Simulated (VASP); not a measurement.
The system is Au.

```
CELL_PARAMETERS angstrom
5.27903 0.00000 0.00000
0.00000 5.27903 0.00000
0.00000 0.00000 5.27903
ATOMIC_POSITIONS crystal
Au 0.50000 0.50000 0.50000
Au 0.00000 0.00000 0.00000
Au 0.25000 0.00000 0.50000
Au 0.50000 0.25000 0.00000
Au 0.50000 0.75000 0.00000
Au 0.75000 0.00000 0.50000
Au 0.00000 0.50000 0.75000
Au 0.00000 0.50000 0.25000
```

```yaml
Program: VASP 6.6.1
Task: relaxation of cell and atoms
Functional: PBEsol
Potentials_or_basis: VASP PAW PBE potentials, release 64 (Au)
Cutoff: 600 eV
k_mesh: 4 × 4 × 4
Occupations: gaussian, width 0.1 eV
Spin: no spin polarisation
```

At the start: pressure -6.5 GPa; volume 18.39 Å³/atom.

Problem. How do energy, volume and symmetry change on relaxing?

Solution. Over 3 steps the energy falls by 18.2 meV/atom and the volume is 17.56 Å³/atom (-4.5 %); space group Pm-3n (No. 223, to 0.1 Å) before and after.

Step by step:
```
step  energy change (eV)  largest force (eV/Å)  pressure (GPa)  volume (Å³)
   1              0.0000                0.0000           -6.55       147.12
   2              0.1683                0.0000           12.44       131.69
   3             -0.1459                0.0000           -0.09       140.49
```

Final structure:
```
Au
1.0
     5.19852    0.00000    0.00000
     0.00000    5.19852    0.00000
     0.00000    0.00000    5.19852
Au
8
Direct
  0.50000 0.50000 0.50000
  0.00000 0.00000 0.00000
  0.25000 0.00000 0.50000
  0.50000 0.25000 0.00000
  0.50000 0.75000 0.00000
  0.75000 0.00000 0.50000
  0.00000 0.50000 0.75000
  0.00000 0.50000 0.25000
```

Caveat: the PAW data sets were made with another functional, which shifts forces and pressure a little.
